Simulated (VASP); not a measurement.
Write the native input for VASP 6.6.1 that does the following.

```yaml
Task: single point
Functional: PBEsol
Potentials_or_basis: VASP PAW PBE potentials, release 64 (Na_pv, S)
Cutoff: 500 eV
k_mesh: 8 × 8 × 8
Occupations: gaussian, width 0.02 eV
Spin: no spin polarisation
Dipole_correction: no
Further_INCAR_settings: ALGO = Normal; EDIFF = 1e-06; NBANDS = 17
```

The structure of Na2S lies in POSCAR:

```
Na2S
1.0
    0.0000000000      3.2828033530      3.2828033530
    3.2828033530      0.0000000000      3.2828033530
    3.2828033530      3.2828033530      0.0000000000
Na S
2 1
Direct
    0.2500000000      0.2500000000      0.2500000000
    0.7500000000      0.7500000000      0.7500000000
    0.0000000000      0.0000000000      0.0000000000
```

One way to write it, as run:

INCAR

```
ALGO = Normal
EDIFF = 1E-6
ENCUT = 500
GGA = PS
GGA_COMPAT = F
ISIF = 2
ISMEAR = 0
LASPH = T
LCHARG = F
LREAL = F
LWAVE = F
NBANDS = 17
NELM = 120
PREC = Accurate
SIGMA = 0.02
```

KPOINTS

```
k-points
0
Gamma
  8 8 8
```

Potentials or basis: VASP PAW PBE potentials, release 64 (Na_pv, S).

Run with:

```console
$ cat potpaw_PBE.64/Na_pv/POTCAR potpaw_PBE.64/S/POTCAR > POTCAR
$ mpirun -np 1 vasp_std > vasp.out
```

It gave:

```json
{
 "Pressure": "-0.8 GPa",
 "Band gap on the k mesh": "2.33 eV"
}
```

Caveat: the PAW data sets were made with another functional, which shifts forces and pressure a little.

It took 59 s on 1 thread of AMD EPYC 7R13, with other jobs on the host, peak memory 0.17 GiB.
